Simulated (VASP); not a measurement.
The system is CaSe.

```
Ca Se
1.0
     0.00000    3.27956    3.27956
     3.27956    0.00000    3.27956
     3.27956    3.27956    0.00000
Ca Se
1 1
Direct
  0.00000 0.00000 0.00000
  0.25000 0.25000 0.25000
```

Base run:

- Program: VASP 6.6.1
- Functional: r2SCAN
- Potentials or basis: VASP PAW PBE potentials, release 64 (Ca_sv, Se)
- Cutoff: 520 eV
- k mesh: 4 × 4 × 4
- Occupations: gaussian, width 0.01 eV
- Spin: no spin polarisation

Its results: band gap on the k mesh 3.68 eV (least direct gap 3.78 eV); pressure 0.2 GPa.

Q: The run is repeated on the same cell with these changes: functional from r2SCAN to HSE06. What comes out?

A: Band gap on the k mesh 4.09 eV (least direct gap 4.17 eV); pressure 0.3 GPa.

Caveats: the PAW data sets were made with another functional, which shifts forces and pressure a little.

A k mesh can miss the band edges.
